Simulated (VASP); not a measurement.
Input of a VASP 6.6.1 run:

The input INCAR:

```
SYSTEM = TaN
PREC     = Accurate       ! precision mode
ENCUT    = 520            ! plane-wave cutoff, eV
EDIFF    = 1E-8           ! SCF threshold, eV
ISMEAR   = -1             ! smearing method
SIGMA    = 0.02           ! smearing width, eV
LREAL    = .FALSE.        ! projectors in reciprocal space
LASPH    = .TRUE.         ! aspherical terms in the spheres
NELM     = 100            ! most SCF steps
ALGO     = Normal         ! electronic algorithm
ISIF     = 2              ! what is computed and relaxed
LWAVE    = .FALSE.        ! write WAVECAR
LCHARG   = .FALSE.        ! write CHGCAR
GGA      = PE             ! functional
LEFG     = .TRUE.       
NBANDS   = 15             ! bands
```

Contents of KPOINTS:

```
regular mesh
0
G
  9 9 9
  0 0 0
```

File POSCAR:

```
TaN
1.0
    0.0000000000      2.1717123202      2.1717123202
    2.1717123202      0.0000000000      2.1717123202
    2.1717123202      2.1717123202      0.0000000000
Ta N
1 1
Direct
    0.5000000000      0.5000000000      0.5000000000
    0.0000000000      0.0000000000      0.0000000000
```

Potentials or basis: VASP PAW PBE potentials, release 64 (Ta_pv, N).

Run with:

```sh
$ cat potpaw_PBE.64/Ta_pv/POTCAR potpaw_PBE.64/N/POTCAR > POTCAR
$ mpirun -np 1 vasp_std > vasp.out
```

Problem. Estimate the pressure.

Solution. 19.5 GPa.

Problem. What does it give for the band gap on the k mesh?

Solution. Zero (band 8 reaches 11.61 eV, above the bottom of band 9 at 7.76 eV).

Caveat: without QUAD_EFG the Cq values of the log hold for a quadrupole moment of 1 mb, not for the nuclei; spin-orbit coupling is left out, which moves the levels of the heavy elements.
